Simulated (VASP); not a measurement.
Here is a VASP 6.6.1 calculation.

The input INCAR:

```
SYSTEM = BeTeS4
  ALGO = Normal
  EDIFF = 1E-6
  ENCUT = 600
  GGA = PE
  GGA_COMPAT = .FALSE.
  ISIF = 2
  ISMEAR = 0
  LASPH = .TRUE.
  LCHARG = .FALSE.
  LREAL = .FALSE.
  LWAVE = .FALSE.
  NBANDS = 25
  NELM = 120
  PREC = Accurate
  SIGMA = 0.15
```

File KPOINTS:

```
k-points
0
G
  2 2 3
  0 0 0
```

The input POSCAR:

```
BeTeS4
1.0
    3.8227597074     -4.2287627282      0.0000000000
    3.8227597074      4.2287627282      0.0000000000
    0.0000000000      0.0000000000      3.7306184338
Be Te S
1 1 4
Direct
    0.5000000000      0.5000000000      0.5000000000
    0.0000000000      0.0000000000      0.0000000000
    0.7845270681      0.2154729319      0.5000000000
    0.2154729319      0.7845270681      0.5000000000
    0.6606805914      0.6606805914      0.0000000000
    0.3393194086      0.3393194086      0.0000000000
```

Potentials or basis: VASP PAW PBE potentials, release 64 (Be, Te, S).

Command:

```console
$ cat potpaw_PBE.64/Be/POTCAR potpaw_PBE.64/Te/POTCAR potpaw_PBE.64/S/POTCAR > POTCAR
$ mpirun -np 1 vasp_std > vasp.out
```

Q: Predict the pressure.

A: -0.1 GPa.

Q: Predict the largest force.

A: 0.065 eV/Å.

Q: Predict the band gap on the k mesh.

A: Zero (bands 16 and 17 overlap by 0.92 eV).

Stress tensor (GPa, compression positive):
```
-0.27  0.00  0.00
 0.00 -0.13  0.00
 0.00  0.00  0.17
```

Caveat: the k points lie up to 0.56 Å⁻¹ apart, too coarse for converged energies and pressures of a metal; spin-orbit coupling is left out, which moves the levels of the heavy elements.
